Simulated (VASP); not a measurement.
A run of VASP 6.6.1 is set up as follows.

Contents of INCAR:

```
PREC = Accurate ; ENCUT = 600
EDIFF = 1E-7 ; ISMEAR = 0
SIGMA = 0.1 ; LREAL = False
LASPH = True ; NELM = 60
ALGO = Normal ; ISIF = 3
LWAVE = False ; LCHARG = False
GGA = PE ; IBRION = 2
NSW = 90 ; EDIFFG = -0.04
```

Contents of KPOINTS:

```
Automatic mesh
0
Gamma
  6 6 6
```

File POSCAR:

```
TaF
1.0
    3.0786830728      0.0000000000      0.0000000000
   -1.5393415364      2.6662177513      0.0000000000
    0.0000000000      0.0000000000      3.0027892091
Ta F
1 1
Direct
    0.0000000000      0.0000000000      0.0000000000
    0.6666666667      0.3333333333      0.5000000000
```

Potentials or basis: VASP PAW PBE potentials, release 64 (Ta_pv, F).

The run is started by

```console
$ cat potpaw_PBE.64/Ta_pv/POTCAR potpaw_PBE.64/F/POTCAR > POTCAR
$ mpirun -np 1 vasp_std > vasp.out
```

Task: Estimate the relaxed cell.

Result: a = 2.773 Å, b = 2.773 Å, c = 4.045 Å, α = 90.00°, β = 90.00°, γ = 120.00°.

Task: Predict the space group after relaxing (to 0.1 Å).

Result: P-6m2 (No. 187).

Task: What does it give for the relaxed volume?

Result: 13.47 Å³/atom.

Task: What does it give for the band gap on the k mesh?

Result: Zero (bands 9 and 10 overlap by 0.89 eV).

The path:
```csv
step,energy change (eV),largest force (eV/Å),pressure (GPa),volume (Å³)
1,0.0000,0.0000,26.82,24.65
2,-0.0787,0.0000,-14.15,32.76
3,-0.2868,0.0000,-0.44,28.60
4,-0.2868,0.0000,-0.04,28.52
5,-0.2938,0.0000,-0.13,28.52
6,-0.3363,0.0000,-0.30,28.48
7,-0.4928,0.0000,-0.44,28.34
8,-1.0122,0.0000,-1.89,27.75
9,-0.6398,0.0000,11.73,25.55
10,-1.2217,0.0000,-1.35,27.27
11,-1.2234,0.0000,2.46,26.55
12,-1.2719,0.0000,-0.04,26.95
13,-1.2721,0.0000,0.27,26.89
14,-1.2475,0.0000,-2.87,27.47
15,-1.2723,0.0000,-0.06,26.94
```

Caveat: the k points lie up to 0.44 Å⁻¹ apart in the final cell, too coarse for converged energies and pressures of a metal; a cell axis changed by over 15 % at a fixed basis, so the end point is rough; spin-orbit coupling is left out, which moves the levels of the heavy elements.
